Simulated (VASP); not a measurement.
# Rh (Pm-3m) in VASP: notebook, part 2 of 2

VASP 6.6.1. The steps go on from the part before.

### 4 Relaxation of cell and atoms, PBE

The input, INCAR:

```
SYSTEM = Rh
PREC = Accurate ; ENCUT = 600
EDIFF = 1E-6 ; ISMEAR = 0
SIGMA = 0.1 ; LREAL = .False.
LASPH = .True. ; NELM = 60
ALGO = Normal ; ISIF = 3
LWAVE = .False. ; LCHARG = .False.
GGA = PE ; IBRION = 2
NSW = 90 ; EDIFFG = -0.04
```

The input, KPOINTS:

```
regular mesh
0
Gamma
  6 6 6
  0 0 0
```

The input, POSCAR:

```
Rh
1.0
    3.6592353600      0.0000000000      0.0000000000
    0.0000000000      3.6592353600      0.0000000000
    0.0000000000      0.0000000000      3.6592353600
Rh
3
Direct
    0.5000000000      0.0000000000      0.0000000000
    0.0000000000      0.5000000000      0.0000000000
    0.0000000000      0.0000000000      0.5000000000
```

Potentials or basis: VASP PAW PBE potentials, release 64 (Rh_pv).

Started as:

```console
$ cat potpaw_PBE.64/Rh_pv/POTCAR > POTCAR
$ mpirun -np 1 vasp_std > vasp.out
```

OUTCAR:

```text
SYSTEM = Rh
   PREC = Accurate
   ENCUT = 600
   EDIFF = 1E-6
   ISMEAR = 0
   LREAL = .False.
   LASPH = .True.
   NELM = 60
   ISIF = 3
   GGA = PE
   IBRION = 2
   NSW = 90
   EDIFFG = -0.04

 ion  position               nearest neighbor table
   1  0.500  0.000  0.000-   2 2.59   3 2.59   3 2.59   2 2.59   2 2.59   3 2.59   3 2.59   2 2.59

   2  0.000  0.500  0.000-   1 2.59   3 2.59   3 2.59   1 2.59   3 2.59   3 2.59   1 2.59   1 2.59

   3  0.000  0.000  0.500-   1 2.59   2 2.59   1 2.59   2 2.59   2 2.59   2 2.59   1 2.59   1 2.59

  LATTYP: Found a simple cubic cell.
 ALAT       =     3.6592353600

  Lattice vectors:

 A1 = (   3.6592353600,   0.0000000000,   0.0000000000)
 A2 = (   0.0000000000,   3.6592353600,   0.0000000000)
 A3 = (   0.0000000000,   0.0000000000,   3.6592353600)

Analysis of symmetry for initial positions (statically):
=====================================================================
 Subroutine PRICEL returns:
 Original cell was already a primitive cell.

 Routine SETGRP: Setting up the symmetry group for a
 simple cubic supercell.

 Subroutine GETGRP returns: Found 48 space group operations
 (whereof 48 operations were pure point group operations)
 out of a pool of 48 trial point group operations.

The static configuration has the point symmetry O_h .

Analysis of symmetry for dynamics (positions and initial velocities):
=====================================================================
 Subroutine PRICEL returns:
 Original cell was already a primitive cell.

 Routine SETGRP: Setting up the symmetry group for a
 simple cubic supercell.

 Subroutine GETGRP returns: Found 48 space group operations
 (whereof 48 operations were pure point group operations)
 out of a pool of 48 trial point group operations.

The dynamic configuration has the point symmetry O_h .
[... 101 lines left out ...]
   NFREE  =      1    steps in history (QN), initial steepest desc. (CG)
   ISIF   =      3    stress and relaxation
   ISYM   =      2    0-nonsym 1-usesym 2-fastsym
   POTIM  = 0.5000    time-step for ionic-motion
   TEBEG  =    0.0;   TEEND  =   0.0 temperature during run
   PSTRESS=    0.0 pullay stress
   NELECT =      45.0000    total number of electrons
   NUPDOWN=      -1.0000    fix difference up-down
   EMIN   =  10.00;   EMAX   =-10.00  energy-range for DOS
   EFERMI =   0.00;   METHOD = LEGACY
   ISMEAR =     0;   SIGMA  =   0.10  broadening in eV -4-tet -1-fermi 0-gaus
   EFERMI_NEDOS =   21; number of points for ismear=-14 and -15
   IALGO  =     38    algorithm
   IMIX   =      4    mixing-type and parameters
     AMIX     =   0.40;   BMIX     =  1.00
     AMIX_MAG =   1.60;   BMIX_MAG =  1.00
  volume/ion in A,a.u.               =      16.33       110.22
  Fermi-wavevector in a.u.,A,eV,Ry     =   1.591312  3.007144 34.453676  2.532274
  Thomas-Fermi vector in A             =   2.689872
   LORBIT       =      0    0 simple, 1 ext, 2 COOP (PROOUT), +10 PAW based schemes
   GGA     = PE    functional components
   LHFCALC =     F    Hartree Fock is set to
   AEXX    =    0.0000 exact exchange contribution
   IVDW    =     0    specifies the selected vdW correction
   LEPSILON=     F    determine dielectric tensor
   LRPA    =     F    only Hartree local field effects (RPA)
 conjugate gradient relaxation of ions
 non-spin polarized calculation
 Gauss-broadening in eV      SIGMA  =   0.10
  energy-cutoff  :      600.00
  volume of cell :       49.00
 maximum number of plane-waves:      1659
 NGX is ok and might be reduce to    30
   NGX = 15   NGY = 15   NGZ = 15

--------------------------------------- Ionic step        1  -------------------------------------------

 number of electron      45.0000014 magnetization

 Free energy of the ion-electron system (eV)
  ---------------------------------------------------
  ext. energy  EPLUGINS =         0.00000000
  ---------------------------------------------------
  free energy    TOTEN  =       -19.72787419 eV

  energy without entropy =      -19.68045093  energy(sigma->0) =      -19.70416256

------------------------ aborting loop because EDIFF is reached ----------------------------------------

  FORCE on cell =-STRESS in cart. coord.  units (eV):
  Direction    XX          YY          ZZ          XY          YZ          ZX
  --------------------------------------------------------------------------------------
  -------------------------------------------------------------------------------------
  Total        1.4498095      1.4498095      1.4498095     -0.0000000      0.0000000     -0.0000000
  in kB       47.4078743     47.4078743     47.4078743     -0.0000000      0.0000000     -0.0000000
  external PRESSURE =      47.4078743 kB  Pullay stress =       0.0000000 kB
[... 61 lines left out ...]
--------------------------------------- Ionic step        3  -------------------------------------------

 number of electron      45.0000009 magnetization

 Free energy of the ion-electron system (eV)
  ---------------------------------------------------
  ext. energy  EPLUGINS =         0.00000000
  ---------------------------------------------------
  free energy    TOTEN  =       -19.74494084 eV

  energy without entropy =      -19.69660971  energy(sigma->0) =      -19.72077528

 E-fermi :   8.6111     XC(G=0): -12.5582

 val. band max:        8.6080276900   @ k =   0.5000   0.5000   0.3333
 cond. band min:       8.6192359022   @ k =   0.1667   0.1667   0.0000
 fundamental gap:      0.0112082123
 Fermi energy:         8.6110565468

 k-point     1 :       0.0000    0.0000    0.0000
  band No.  band energies     occupation
      1     -38.0511      2.00000
      2     -38.0511      2.00000
      3     -38.0511      2.00000
      4     -37.4697      2.00000
      5     -37.4697      2.00000
      6     -37.4697      2.00000
[... 619 lines left out ...]
  FREE ENERGIE OF THE ION-ELECTRON SYSTEM (eV)
  ---------------------------------------------------
  free  energy   TOTEN  =       -19.7449408370 eV

  energy  without entropy=      -19.6966097146  energy(sigma->0) =      -19.72077528

 reached required accuracy - stopping structural energy minimisation
```

OSZICAR:

```text
N       E                     dE             d eps       ncg     rms          rms(c)
DAV:   1     0.573576301077E+03    0.57358E+03   -0.30745E+04  1080   0.206E+03
DAV:   2    -0.318984535874E+01   -0.57677E+03   -0.56626E+03  1127   0.594E+02
DAV:   3    -0.204517426276E+02   -0.17262E+02   -0.16085E+02  1222   0.106E+02
[... 24 lines left out ...]
DAV:   4    -0.197446067768E+02   -0.48213E-02   -0.22845E-02  1094   0.114E+00    0.149E-01
DAV:   5    -0.197450208492E+02   -0.41407E-03   -0.89046E-04  1157   0.223E-01    0.442E-02
DAV:   6    -0.197449557058E+02    0.65143E-04   -0.23485E-05  1143   0.377E-02    0.172E-02
DAV:   7    -0.197449403380E+02    0.15368E-04   -0.34393E-06   891   0.158E-02    0.204E-03
DAV:   8    -0.197449408370E+02   -0.49899E-06   -0.18281E-07   540   0.401E-03
   3 F= -.19744941E+02 E0= -.19720775E+02  d E =-.170667E-01
```

CONTCAR:

```text
Rh
   1.00000000000000
     3.6890028827525425   -0.0000000000000000   -0.0000000000000000
    -0.0000000000000000    3.6890028827525425    0.0000000000000000
    -0.0000000000000000    0.0000000000000000    3.6890028827525425
  Rh
     3
Direct
     0.5000000000000000    0.0000000000000000    0.0000000000000000
     0.0000000000000000    0.5000000000000000    0.0000000000000000
     0.0000000000000000    0.0000000000000000    0.5000000000000000

  0.00000000E+00  0.00000000E+00  0.00000000E+00
  0.00000000E+00  0.00000000E+00  0.00000000E+00
  0.00000000E+00  0.00000000E+00  0.00000000E+00
```

Run time: 29 s. Hardware: 1 thread of Intel Xeon 6975P-C (Granite Rapids), shared host; peak memory 0.18 GiB.

What came out:

- Free energy: -19.7449 eV
- Relaxed volume: 16.73 Å³/atom
- Relaxed cell: a = 3.689 Å, b = 3.689 Å, c = 3.689 Å, α = 90.00°, β = 90.00°, γ = 90.00°
- Space group after relaxing (to 0.1 Å): Pm-3m (No. 221)
- Energy gained by relaxing: 5.7 meV/atom
- Ionic steps: 3
- Pressure after relaxing: -0.1 GPa
- Band gap on the k mesh: zero (an odd number of electrons rules out a gap without spin polarisation)

The path:
| step | energy change (eV) | largest force (eV/Å) | pressure (GPa) | volume (Å³) |
| --- | --- | --- | --- | --- |
| 1 | 0.0000 | 0.0000 | 4.74 | 49.00 |
| 2 | 0.0397 | 0.0000 | -7.51 | 52.50 |
| 3 | -0.0171 | 0.0000 | -0.08 | 50.20 |

Final structure:
```yaml
crystal:
  lattice:
    - [3.68900, 0.00000, 0.00000]
    - [0.00000, 3.68900, 0.00000]
    - [0.00000, 0.00000, 3.68900]
  atoms:
    - { symbol: Rh, position: [0.50000, 0.00000, 0.00000] }
    - { symbol: Rh, position: [0.00000, 0.50000, 0.00000] }
    - { symbol: Rh, position: [0.00000, 0.00000, 0.50000] }
```

### 5 Single point, PBE, collinear spin, ferromagnetic start

This run uses another cell than the first one, of 16.75 Å³/atom.

The input, INCAR:

```
PREC = Accurate
ENCUT = 520
EDIFF = 1E-6
ISMEAR = 0
SIGMA = 0.1
LREAL = F
LASPH = T
NELM = 150
ALGO = Normal
ISIF = 2
LWAVE = F
LCHARG = F
ISPIN = 2
MAGMOM = 1 1 1
LORBIT = 11
LMAXMIX = 4
GGA = PE
NBANDS = 34
```

The input, KPOINTS:

```
Automatic mesh
0
Gamma
  6 6 6
```

The input, POSCAR:

```
Rh
1.0
    3.6899685074      0.0000000000      0.0000000000
    0.0000000000      3.6899685074      0.0000000000
    0.0000000000      0.0000000000      3.6899685074
Rh
3
Direct
    0.5000000000      0.0000000000      0.0000000000
    0.0000000000      0.5000000000      0.0000000000
    0.0000000000      0.0000000000      0.5000000000
```

Potentials or basis: VASP PAW PBE potentials, release 64 (Rh_pv).

Started as:

```console
$ cat potpaw_PBE.64/Rh_pv/POTCAR > POTCAR
$ mpirun -np 1 vasp_std > vasp.out
```

OUTCAR:

```text
PREC = Accurate
   ENCUT = 520
   EDIFF = 1E-6
   ISMEAR = 0
   LREAL = F
   LASPH = T
   NELM = 150
   ISIF = 2
   ISPIN = 2
   LORBIT = 11
   GGA = PE

 ion  position               nearest neighbor table
   1  0.500  0.000  0.000-   2 2.61   3 2.61   3 2.61   2 2.61   2 2.61   3 2.61   3 2.61   2 2.61

   2  0.000  0.500  0.000-   1 2.61   3 2.61   3 2.61   1 2.61   3 2.61   3 2.61   1 2.61   1 2.61

   3  0.000  0.000  0.500-   1 2.61   2 2.61   1 2.61   2 2.61   2 2.61   2 2.61   1 2.61   1 2.61

  LATTYP: Found a simple cubic cell.
 ALAT       =     3.6899685074

  Lattice vectors:

 A1 = (   3.6899685074,   0.0000000000,   0.0000000000)
 A2 = (   0.0000000000,   3.6899685074,   0.0000000000)
 A3 = (   0.0000000000,   0.0000000000,   3.6899685074)

Analysis of symmetry for initial positions (statically):
=====================================================================
 Subroutine PRICEL returns:
 Original cell was already a primitive cell.

 Routine SETGRP: Setting up the symmetry group for a
 simple cubic supercell.

 Subroutine GETGRP returns: Found 48 space group operations
 (whereof 48 operations were pure point group operations)
 out of a pool of 48 trial point group operations.

The static configuration has the point symmetry O_h .

Analysis of symmetry for dynamics (positions and initial velocities):
=====================================================================
 Subroutine PRICEL returns:
 Original cell was already a primitive cell.

 Routine SETGRP: Setting up the symmetry group for a
 simple cubic supercell.

 Subroutine GETGRP returns: Found 48 space group operations
 (whereof 48 operations were pure point group operations)
 out of a pool of 48 trial point group operations.

The dynamic configuration has the point symmetry O_h .

Analysis of structural, dynamic, and magnetic symmetry:
=====================================================================
 Subroutine PRICEL returns:
 Original cell was already a primitive cell.
[... 150 lines left out ...]
  free energy    TOTEN  =       -19.75934177 eV

  energy without entropy =      -19.73488225  energy(sigma->0) =      -19.74711201

 E-fermi :   8.5916     XC(G=0): -12.5543

 val. band max:        8.5851239395   @ k =   0.3333   0.3333   0.1667
 cond. band min:       8.6082947786   @ k =   0.3333   0.0000   0.0000
 fundamental gap:      0.0231708391
 Fermi energy:         8.5915584336

 spin component 1

 k-point     1 :       0.0000    0.0000    0.0000
  band No.  band energies     occupation
      1     -38.1769      1.00000
      2     -38.1769      1.00000
      3     -38.1769      1.00000
      4     -37.6246      1.00000
      5     -37.6246      1.00000
      6     -37.6246      1.00000
[... 729 lines left out ...]
     33      26.4366      0.00000
     34      27.2607      0.00000
 Fermi energy:         8.5915584336

 spin component 2

 k-point     1 :       0.0000    0.0000    0.0000
  band No.  band energies     occupation
      1     -37.9065      1.00000
      2     -37.9065      1.00000
      3     -37.9065      1.00000
      4     -37.3554      1.00000
      5     -37.3554      1.00000
      6     -37.3554      1.00000
[... 729 lines left out ...]
     33      26.4704      0.00000
     34      27.2850      0.00000

------------------------ aborting loop because EDIFF is reached ----------------------------------------

  FORCE on cell =-STRESS in cart. coord.  units (eV):
  Direction    XX          YY          ZZ          XY          YZ          ZX
  --------------------------------------------------------------------------------------
  -------------------------------------------------------------------------------------
  Total        0.0505198      0.0505198      0.0505198     -0.0000000     -0.0000000     -0.0000000
  in kB        1.6110319      1.6110319      1.6110319     -0.0000000     -0.0000000     -0.0000000
  external PRESSURE =       1.6110319 kB  Pullay stress =       0.0000000 kB

 VOLUME and BASIS-vectors are now :
 -----------------------------------------------------------------------------
  energy-cutoff  :      520.00
  volume of cell :       50.24
      direct lattice vectors                 reciprocal lattice vectors
     3.689968507  0.000000000  0.000000000     0.271005023  0.000000000  0.000000000
     0.000000000  3.689968507  0.000000000     0.000000000  0.271005023  0.000000000
     0.000000000  0.000000000  3.689968507     0.000000000  0.000000000  0.271005023

 POSITION                                       TOTAL-FORCE (eV/Angst)
 -----------------------------------------------------------------------------------
      1.84498      0.00000      0.00000         0.000000      0.000000      0.000000
      0.00000      1.84498      0.00000         0.000000      0.000000      0.000000
      0.00000      0.00000      1.84498         0.000000      0.000000      0.000000
 -----------------------------------------------------------------------------------
    total drift:                               -0.000000      0.000000     -0.000000

  FREE ENERGIE OF THE ION-ELECTRON SYSTEM (eV)
  ---------------------------------------------------
  free  energy   TOTEN  =       -19.7593417740 eV

  energy  without entropy=      -19.7348822538  energy(sigma->0) =      -19.74711201

 total charge

# of ion       s       p       d       tot
------------------------------------------
    1        0.416   6.227   7.120  13.763
    2        0.416   6.227   7.120  13.763
    3        0.416   6.227   7.120  13.763
--------------------------------------------------
tot          1.249  18.680  21.361  41.290

 magnetization (x)

# of ion       s       p       d       tot
------------------------------------------
    1        0.003   0.000   0.339   0.342
    2        0.003   0.000   0.339   0.342
    3        0.003   0.000   0.339   0.342
--------------------------------------------------
tot          0.010   0.001   1.016   1.027
```

Run time: 33 s. Hardware: 1 thread of Intel Xeon 6975P-C (Granite Rapids), shared host; peak memory 0.19 GiB.

What came out:

```yaml
Free_energy: -19.7593 eV
Pressure: 0.2 GPa
Band_gap_on_the_k_mesh: zero (filled and empty bands overlap)
Net_moment: 1.03 μB per cell
Site_moments: Rh +0.34 μB
Valence_electrons_inside_the_program's_atomic_spheres: Rh 13.76
```

Levels at points of the mesh, in eV from the Fermi level:
Spin up:
```csv
k point,band 20,band 21,band 22,band 23,band 24,band 25,band 26,band 27
"(0.00, 0.00, 0.00)",0.13,0.13,1.37,1.74,1.74,1.74,5.26,5.26
"(0.50, 0.00, 0.00)",-1.24,-0.88,-0.74,-0.74,-0.47,0.28,1.75,9.87
"(0.50, 0.50, 0.00)",-1.50,-1.50,-1.33,-0.65,-0.11,0.90,2.92,4.54
"(0.50, 0.50, 0.50)",-0.22,-0.22,1.32,1.32,1.32,1.33,2.93,2.93
```
Spin down:
```
           k point  band 18  band 19  band 20  band 21  band 22  band 23  band 24  band 25  band 26  band 27
(0.00, 0.00, 0.00)    -0.58    -0.58     0.50     0.50     1.59     1.94     1.94     1.94     5.31     5.31
(0.50, 0.00, 0.00)    -2.32    -1.17    -1.01    -0.69    -0.46    -0.46    -0.24     0.62     1.95     9.95
(0.50, 0.50, 0.00)    -2.19    -2.19    -1.19    -1.19    -1.13    -0.47     0.25     1.09     3.04     4.70
(0.50, 0.50, 0.50)    -0.85    -0.85     0.14     0.14     1.36     1.53     1.53     1.53     2.97     2.97
```

### 6 Single point, PBE, collinear spin, ferromagnetic start

This run uses another cell than the first one, of 16.73 Å³/atom.

The input, INCAR:

```
SYSTEM = Rh
PREC = Accurate
ENCUT = 520
EDIFF = 1E-7
ISMEAR = 0
SIGMA = 0.1
LREAL = .False.
LASPH = .True.
NELM = 150
ALGO = Fast
ISIF = 2
LWAVE = .False.
LCHARG = .False.
ISPIN = 2
MAGMOM = 0.36 0.36 0.36
LORBIT = 11
LMAXMIX = 4
GGA = PE
NBANDS = 34
```

The input, KPOINTS:

```
Automatic mesh
0
Gamma
  12 12 12
  0 0 0
```

The input, POSCAR:

```
Rh
1.0
    3.6883591990      0.0000000000      0.0000000000
    0.0000000000      3.6883591990      0.0000000000
    0.0000000000      0.0000000000      3.6883591990
Rh
3
Direct
    0.5000000000      0.0000000000      0.0000000000
    0.0000000000      0.5000000000      0.0000000000
    0.0000000000      0.0000000000      0.5000000000
```

Potentials or basis: VASP PAW PBE potentials, release 64 (Rh_pv).

Started as:

```console
$ cat potpaw_PBE.64/Rh_pv/POTCAR > POTCAR
$ mpirun -np 1 vasp_std > vasp.out
```

It took 2.1 min on 1 thread of Intel Xeon 6975P-C (Granite Rapids), shared host; peak memory 0.29 GiB.

Results (log left out):

| Quantity | Value |
| --- | --- |
| Free energy | -19.7591 eV |
| Pressure | 0.0 GPa |
| Net moment | 0.42 μB per cell |
| Site moments | Rh +0.14 μB |
| Valence electrons inside the program's atomic spheres | Rh 13.77 |

Levels at points of the mesh, in eV from the Fermi level:
Spin up:
```tsv
k point	band 21	band 22	band 23	band 24	band 25	band 26
(0.00, 0.00, 0.00)	0.25	1.47	1.81	1.81	1.81	5.29
(0.50, 0.00, 0.00)	-0.80	-0.65	-0.65	-0.38	0.40	1.82
(0.50, 0.50, 0.00)	-1.40	-1.25	-0.59	0.01	0.96	2.97
(0.50, 0.50, 0.50)	-0.10	1.33	1.40	1.40	1.40	2.96
```
Spin down:
```tsv
k point	band 18	band 19	band 20	band 21	band 22	band 23	band 24	band 25	band 26	band 27
(0.00, 0.00, 0.00)	-0.64	-0.64	0.38	0.38	1.55	1.90	1.90	1.90	5.31	5.31
(0.50, 0.00, 0.00)	-2.36	-1.23	-1.10	-0.74	-0.52	-0.52	-0.29	0.52	1.90	9.95
(0.50, 0.50, 0.00)	-2.23	-2.23	-1.29	-1.29	-1.18	-0.52	0.18	1.03	3.03	4.67
(0.50, 0.50, 0.50)	-0.96	-0.96	0.07	0.07	1.34	1.49	1.49	1.49	2.97	2.97
```

Caveat: a moment this small can come from the mesh or the smearing.

### 7 The runs side by side

| task | spin | cell | k mesh | cutoff (eV) | gap on the mesh (eV) | pressure (GPa) | moment (μB) |
| --- | --- | --- | --- | --- | --- | --- | --- |
| single point | off | a = 3.659 Å, 3 atoms | 6 × 6 × 6 | 520 | none | 4.8 | - |
| single point | off | a = 3.690 Å, 3 atoms | 6 × 6 × 6 | 520 | none | -0.1 | - |
| relaxation of cell and atoms | off | relaxed from a = 3.659 Å, 3 atoms | 6 × 6 × 6 | 600 | none | -0.1 | - |
| single point | collinear, ferromagnetic start | a = 3.690 Å, 3 atoms | 6 × 6 × 6 | 520 | none | 0.2 | 1.03 |
| single point | collinear, ferromagnetic start | a = 3.688 Å, 3 atoms | 12 × 12 × 12 | 520 | none | 0.0 | 0.42 |

Alike in all rows: level PBE; potentials or basis VASP PAW PBE potentials, release 64 (Rh_pv); smearing gaussian 0.1 eV.

Caveats: the cell stands under pressure (at least some runs); a moment this small can come from the mesh or the smearing (at least some runs).

Total energies depend on the potentials used, so only differences within one code and one set of settings carry meaning.

The gap in the log of VASP goes by the Fermi energy; the results here count the filled bands.